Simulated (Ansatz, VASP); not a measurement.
## One calculation of C, two programs

```xyz
8
Lattice="2.3126 0.0000 0.0000 0.0000 3.9722 0.0000 0.0000 0.0000 4.1872" Properties=species:S:1:pos:R:3 pbc="T T T"
C     0.3330    2.2362    0.6661
C     0.3330    3.7221    2.7597
C     1.4893    0.2501    3.5211
C     0.8234    3.7221    0.6661
C     1.9797    0.2501    1.4275
C     1.9797    1.7360    3.5211
C     1.4893    1.7360    1.4275
C     0.8234    2.2362    2.7597
```

Alike in both runs: task single point; functional PBE; k mesh 8 × 4 × 4; occupations gaussian, width 0.1 eV; no spin polarisation.

|  | VASP | Ansatz |
| --- | --- | --- |
| version | VASP 6.6.1 | Ansatz 0.2.0 |
| potentials or method | VASP PAW PBE potentials, release 64 (C), cutoff 520 eV | scalar-relativistic, plane waves, PAW |
| valence electrons in the cell | 32 | 32 |

|  | VASP | Ansatz | Ansatz less VASP |
| --- | --- | --- | --- |
| gap on the k mesh at the Fermi level (eV) | 2.01 | 2.02 | +0.009 |
| least direct gap on the mesh (eV) | 4.45 | 4.46 | +0.010 |
| rms of the force components (eV/Å) | 0.770 | 0.770 | +0.0007 |

Atom by atom the forces differ by 0.016 eV/Å (rms over components).
